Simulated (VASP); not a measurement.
Wanted: the native input for a VASP 6.6.1 run.

- Task: relaxation of cell and atoms
- Functional: PBE
- Potentials or basis: VASP PAW PBE potentials, release 64 (Mg, Cd, S)
- Cutoff: 600 eV
- k mesh: 4 × 4 × 4
- Occupations: gaussian, width 0.1 eV
- Spin: no spin polarisation
- Dipole correction: no
- Further INCAR settings: ALGO = Normal; EDIFF = 1e-06; IBRION = 2; EDIFFG = -0.025; NSW = 80; ISIF = 3

The structure of Mg3Cd2S5 lies in POSCAR:

```
Mg3Cd2S5
1.0
   -0.0089859806     -3.8004339723     -0.0342064796
    3.8077113997      0.0089859806      0.0124441088
   -1.8553412208      2.0167306652     13.2058560304
Mg Cd S
3 2 5
Direct
    0.5157636423      0.4988785394      0.0052008502
    0.6955474606      0.7007984156      0.4037401357
    0.2927583327      0.2869775125      0.5981249568
    0.9083010319      0.9136871634      0.7951738991
    0.0931096304      0.0941336990      0.2022938220
   -0.0101912594      0.0026763543      0.0009021466
    0.6031187590      0.5926841109      0.2035252079
    0.2089453098      0.2130660985      0.4012984210
    0.8015586645      0.8016088308      0.5940880617
    0.3910884284      0.3954892756      0.7956524991
```

The input as run:

INCAR

```
SYSTEM = Mg3Cd2S5
PREC = Accurate
ENCUT = 600
EDIFF = 1E-6
ISMEAR = 0
SIGMA = 0.1
LREAL = .FALSE.
LASPH = .TRUE.
NELM = 80
ALGO = Normal
ISIF = 3
LWAVE = .FALSE.
LCHARG = .FALSE.
GGA = PE
IBRION = 2
NSW = 80
EDIFFG = -0.025
```

KPOINTS

```
regular mesh
0
G
  4 4 4
  0 0 0
```

Potentials or basis: VASP PAW PBE potentials, release 64 (Mg, Cd, S).

Command:

```sh
$ cat potpaw_PBE.64/Mg/POTCAR potpaw_PBE.64/Cd/POTCAR potpaw_PBE.64/S/POTCAR > POTCAR
$ mpirun -np 1 vasp_std > vasp.out
```

Results of the run:

```yaml
Relaxed_volume: 19.24 Å³/atom
Relaxed_cell: a = 3.798 Å, b = 3.799 Å, c = 13.600 Å, α = 97.99°, β = 98.10°, γ = 90.01°
Space_group_after_relaxing_to_0.1_Å: I4/mmm (No. 139)
Energy_gained_by_relaxing: 8.1 meV/atom
Ionic_steps: 10
Pressure_after_relaxing: -0.1 GPa
Largest_force_after_relaxing: 0.023 eV/Å
Band_gap_on_the_k_mesh: 0.89 eV (least direct gap 1.68 eV)
```

Wall time 47 min on 1 thread of Oxide Virtual Turin-like Processor, on a shared host, peak memory 0.46 GiB.
